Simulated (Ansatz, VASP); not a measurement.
## One calculation of Hf3C2, two programs

The input INCAR:

```
PREC     = Accurate       # precision mode
ENCUT    = 600            # plane-wave cutoff, eV
EDIFF    = 1E-7           # SCF threshold, eV
ISMEAR   = 0              # smearing method
SIGMA    = 0.1            # smearing width, eV
LREAL    = F              # projectors in reciprocal space
LASPH    = T              # aspherical terms in the spheres
NELM     = 100            # most SCF steps
ALGO     = Normal         # electronic algorithm
ISIF     = 3              # what is computed and relaxed
LWAVE    = F              # write WAVECAR
LCHARG   = F              # write CHGCAR
GGA      = PE             # functional
IBRION   = 2              # ionic algorithm
NSW      = 100            # ionic steps
EDIFFG   = -0.01          # ionic threshold
```

The input KPOINTS:

```
Automatic mesh
0
Gamma
  12 12 6
```

The input POSCAR:

```
Hf3C2
1.0
    3.3063009558      0.0000000000      0.0000000000
   -1.6531504779      2.8633406203      0.0000000000
    0.0000000000      0.0000000000      7.9196891975
Hf C
3 2
Direct
    0.0000000000      0.0000000000      0.0000000000
    0.3333333333      0.6666666667      0.6770929375
    0.6666666667      0.3333333333      0.3229070625
    0.3333333333      0.6666666667      0.1743278078
    0.6666666667      0.3333333333      0.8256721922
```

Input for Ansatz:

```yaml
crystal:
  lattice:
    - [3.3063009558, 0.0, 0.0]
    - [-1.6531504779, 2.8633406203, 0.0]
    - [0.0, 0.0, 7.9196891975]
  atoms:
    - { symbol: Hf, position: [0.0, 0.0, 0.0] }
    - { symbol: Hf, position: [0.3333333333, 0.6666666667, 0.6770929375] }
    - { symbol: Hf, position: [0.6666666667, 0.3333333333, 0.3229070625] }
    - { symbol: C, position: [0.3333333333, 0.6666666667, 0.1743278078] }
    - { symbol: C, position: [0.6666666667, 0.3333333333, 0.8256721922] }
basis:
  ecutwfc: 420
kpoints:
  mp_grid: { grid: [12, 12, 6] }
hamiltonian:
  xc: pbe
scf:
  occupations: { method: gaussian, width: 0.1 }
output:
  forces: true
  stress: true
  eigenvalues: true
  write_density: true
  write_potential: true
  elf: true
  volumetric_format: npy
relax:
  adjacent_minimum: "off"
  f_tol: 0.01
  max_steps: 80
  cell: { stress_tol: 0.05 }
```

Alike in both runs: task relaxation of cell and atoms; functional PBE; k mesh 12 × 12 × 6; occupations gaussian, width 0.1 eV; no spin polarisation.

|  | VASP | Ansatz |
| --- | --- | --- |
| version | VASP 6.6.1 | Ansatz 0.2.0 |
| potentials or method | VASP PAW PBE potentials, release 64 (Hf_pv, C), cutoff 600 eV | scalar-relativistic, plane waves, PAW |
| valence electrons in the cell | 38 | 86 |

```tsv
	VASP	Ansatz	Ansatz less VASP
gap on the k mesh at the Fermi level, each at its own relaxed structure (eV)	none	none	-
relaxed volume (Å³/atom)	14.96	15.00	+0.046
relaxed cell length with the largest relative difference (Å)	3.301	3.305	+0.0038
```

A gap of «none» marks a metal or a gap that the smearing closes. VASP's potentials hold 38 valence electrons a cell and Ansatz's 86, so a difference there can come from the potentials and not from the codes.

Spin-orbit coupling is off throughout.
